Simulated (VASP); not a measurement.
# ZrO2 (Fm-3m) in VASP: single point with PBEsol

Aim: the single point of ZrO2 with PBEsol.

Everything below comes from runs of VASP 6.6.1. Logs are shortened: lines on timing, memory, paths and dates and some standing lists are left out, and cuts for length are marked.

### Step 1. The cell of the first run

The structure is cubic, space group Fm-3m (No. 225). The conventional cell has a = 5.070 Å, b = 5.070 Å, c = 5.070 Å, α = 90.00°, β = 90.00°, γ = 90.00°. Zr (site symmetry m-3m) has 8 O at 2.20 Å within 2.9 Å. Within 2.9 Å of O (site symmetry -43m) lie 4 Zr at 2.20 Å and 6 O at 2.54 Å.

### Step 2. Single point, PBEsol

Input file INCAR:

```
  ALGO = Normal
  EDIFF = 1E-6
  ENCUT = 600
  GGA = PS
  GGA_COMPAT = False
  ISIF = 2
  ISMEAR = 0
  LASPH = True
  LCHARG = True
  LELF = True
  LREAL = False
  LVHAR = True
  LWAVE = False
  NBANDS = 19
  NELM = 120
  PREC = Accurate
  SIGMA = 0.01
```

Input file KPOINTS:

```
k-points
0
Gamma
  6 6 6
```

Input file POSCAR:

```
ZrO2
1.0
    0.0000000000      2.5350000000      2.5350000000
    2.5350000000      0.0000000000      2.5350000000
    2.5350000000      2.5350000000      0.0000000000
Zr O
1 2
Direct
    0.0000000000      0.0000000000      0.0000000000
    0.2500000000      0.2500000000      0.2500000000
    0.7500000000      0.7500000000      0.7500000000
```

Potentials or basis: VASP PAW PBE potentials, release 64 (Zr_sv, O).

On the command line:

```sh
$ cat potpaw_PBE.64/Zr_sv/POTCAR potpaw_PBE.64/O/POTCAR > POTCAR
$ mpirun -np 1 vasp_std > vasp.out
```

OUTCAR:

```text
EDIFF = 1E-6
   ENCUT = 600
   GGA = PS
   ISIF = 2
   ISMEAR = 0
   LASPH = True
   LREAL = False
   NELM = 120
   PREC = Accurate

 ion  position               nearest neighbor table
   1  0.000  0.000  0.000-   3 2.20   3 2.20   3 2.20   2 2.20   3 2.20   2 2.20   2 2.20   2 2.20

   2  0.250  0.250  0.250-   1 2.20   1 2.20   1 2.20   1 2.20
   3  0.750  0.750  0.750-   1 2.20   1 2.20   1 2.20   1 2.20

  LATTYP: Found a face centered cubic cell.
 ALAT       =     5.0700000000

  Lattice vectors:

 A1 = (   0.0000000000,   2.5350000000,   2.5350000000)
 A2 = (   2.5350000000,   0.0000000000,   2.5350000000)
 A3 = (   2.5350000000,   2.5350000000,   0.0000000000)

Analysis of symmetry for initial positions (statically):
=====================================================================
 Subroutine PRICEL returns:
 Original cell was already a primitive cell.

 Routine SETGRP: Setting up the symmetry group for a
 face centered cubic supercell.

 Subroutine GETGRP returns: Found 48 space group operations
 (whereof 48 operations were pure point group operations)
 out of a pool of 48 trial point group operations.

The static configuration has the point symmetry O_h .

Analysis of symmetry for dynamics (positions and initial velocities):
=====================================================================
 Subroutine PRICEL returns:
 Original cell was already a primitive cell.

 Routine SETGRP: Setting up the symmetry group for a
 face centered cubic supercell.

 Subroutine GETGRP returns: Found 48 space group operations
 (whereof 48 operations were pure point group operations)
 out of a pool of 48 trial point group operations.

The dynamic configuration has the point symmetry O_h .

 Subroutine INISYM returns: Found 48 space group operations
 (whereof 48 operations are pure point group operations),
 and found     1 'primitive' translations

----------------------------------------------------------------------------------------

                                     Primitive cell

  volume of cell :      32.5810

  direct lattice vectors                    reciprocal lattice vectors
     0.000000000  2.535000000  2.535000000    -0.197238659  0.197238659  0.197238659
[... 73 lines left out ...]
   ISPIN  =      1    spin polarized calculation?
   LNONCOLLINEAR =      F non collinear calculations
   LSORBIT =      F    spin-orbit coupling
   LASPH  =      T    aspherical Exc in radial PAW
   ENCUT  =  600.0 eV  44.10 Ry    6.64 a.u.   7.16  7.16  7.16*2*pi/ulx,y,z
   NELM   =    120;   NELMIN=  2; NELMDL= -5     # of ELM steps
   EDIFF  = 0.1E-05   stopping-criterion for ELM
   LREAL  =      F    real-space projection
   EDIFFG = 0.1E-04   stopping-criterion for IOM
   NSW    =      0    number of steps for IOM
   IBRION =     -1    ionic relax: 0-MD 1-quasi-New 2-CG
   NFREE  =      0    steps in history (QN), initial steepest desc. (CG)
   ISIF   =      2    stress and relaxation
   ISYM   =      2    0-nonsym 1-usesym 2-fastsym
   POTIM  = 0.5000    time-step for ionic-motion
   TEBEG  =    0.0;   TEEND  =   0.0 temperature during run
   PSTRESS=    0.0 pullay stress
   NELECT =      24.0000    total number of electrons
   NUPDOWN=      -1.0000    fix difference up-down
   EMIN   =  10.00;   EMAX   =-10.00  energy-range for DOS
   EFERMI =   0.00;   METHOD = LEGACY
   ISMEAR =     0;   SIGMA  =   0.01  broadening in eV -4-tet -1-fermi 0-gaus
   EFERMI_NEDOS =   21; number of points for ismear=-14 and -15
   IALGO  =     38    algorithm
   IMIX   =      4    mixing-type and parameters
     AMIX     =   0.40;   BMIX     =  1.00
     AMIX_MAG =   1.60;   BMIX_MAG =  1.00
  volume/ion in A,a.u.               =      10.86        73.29
  Fermi-wavevector in a.u.,A,eV,Ry     =   1.478509  2.793977 29.742181  2.185989
  Thomas-Fermi vector in A             =   2.592781
   LORBIT       =      0    0 simple, 1 ext, 2 COOP (PROOUT), +10 PAW based schemes
   GGA     = PS    functional components
   LHFCALC =     F    Hartree Fock is set to
   AEXX    =    0.0000 exact exchange contribution
   IVDW    =     0    specifies the selected vdW correction
   LEPSILON=     F    determine dielectric tensor
   LRPA    =     F    only Hartree local field effects (RPA)
 non-spin polarized calculation
 Gauss-broadening in eV      SIGMA  =   0.01
  energy-cutoff  :      600.00
  volume of cell :       32.58
 maximum number of plane-waves:      1106
 NGX is ok and might be reduce to    30
   NGX = 15   NGY = 15   NGZ = 15

 number of electron      23.9999997 magnetization

 Free energy of the ion-electron system (eV)
  ---------------------------------------------------
  ext. energy  EPLUGINS =         0.00000000
  ---------------------------------------------------
  free energy    TOTEN  =       -29.92939925 eV

  energy without entropy =      -29.92939925  energy(sigma->0) =      -29.92939925

 E-fermi :   7.4169     XC(G=0): -12.1204

 val. band max:        7.2211108247   @ k =   0.5000   0.5000   0.0000
 cond. band min:      10.5352397603   @ k =   0.0000   0.0000   0.0000
 fundamental gap:      3.3141289356
 Fermi energy:         7.4168929903

 k-point     1 :       0.0000    0.0000    0.0000
  band No.  band energies     occupation
      1     -40.6729      2.00000
      2     -18.5361      2.00000
      3     -18.5361      2.00000
      4     -18.5361      2.00000
      5     -10.9749      2.00000
      6      -8.3200      2.00000
[... 329 lines left out ...]
      6      -8.9387      2.00000
[... 11 lines left out ...]
     18      19.6957      0.00000
     19      22.0324      0.00000

------------------------ aborting loop because EDIFF is reached ----------------------------------------

  FORCE on cell =-STRESS in cart. coord.  units (eV):
  Direction    XX          YY          ZZ          XY          YZ          ZX
  --------------------------------------------------------------------------------------
  -------------------------------------------------------------------------------------
  Total       -0.1323285     -0.1323285     -0.1323285      0.0000000     -0.0000000     -0.0000000
  in kB       -6.5072878     -6.5072878     -6.5072878      0.0000000     -0.0000000     -0.0000000
  external PRESSURE =      -6.5072878 kB  Pullay stress =       0.0000000 kB

 VOLUME and BASIS-vectors are now :
 -----------------------------------------------------------------------------
  energy-cutoff  :      600.00
  volume of cell :       32.58
      direct lattice vectors                 reciprocal lattice vectors
     0.000000000  2.535000000  2.535000000    -0.197238659  0.197238659  0.197238659
     2.535000000  0.000000000  2.535000000     0.197238659 -0.197238659  0.197238659
     2.535000000  2.535000000  0.000000000     0.197238659  0.197238659 -0.197238659

 POSITION                                       TOTAL-FORCE (eV/Angst)
 -----------------------------------------------------------------------------------
      0.00000      0.00000      0.00000         0.000000      0.000000      0.000000
      1.26750      1.26750      1.26750         0.000000      0.000000      0.000000
      3.80250      3.80250      3.80250        -0.000000     -0.000000     -0.000000
 -----------------------------------------------------------------------------------
    total drift:                                0.000000     -0.000000      0.000000

  FREE ENERGIE OF THE ION-ELECTRON SYSTEM (eV)
  ---------------------------------------------------
  free  energy   TOTEN  =       -29.9293992538 eV

  energy  without entropy=      -29.9293992538  energy(sigma->0) =      -29.92939925
```

It took 41 s on 1 thread of Intel Xeon 8259CL, shared host; peak memory 0.17 GiB.

What came out:

* Free energy: -29.9294 eV
* Pressure: -0.7 GPa
* Band gap on the k mesh: 3.31 eV (least direct gap 3.75 eV)

Caveat: the PAW data sets were made with another functional, which shifts forces and pressure a little.
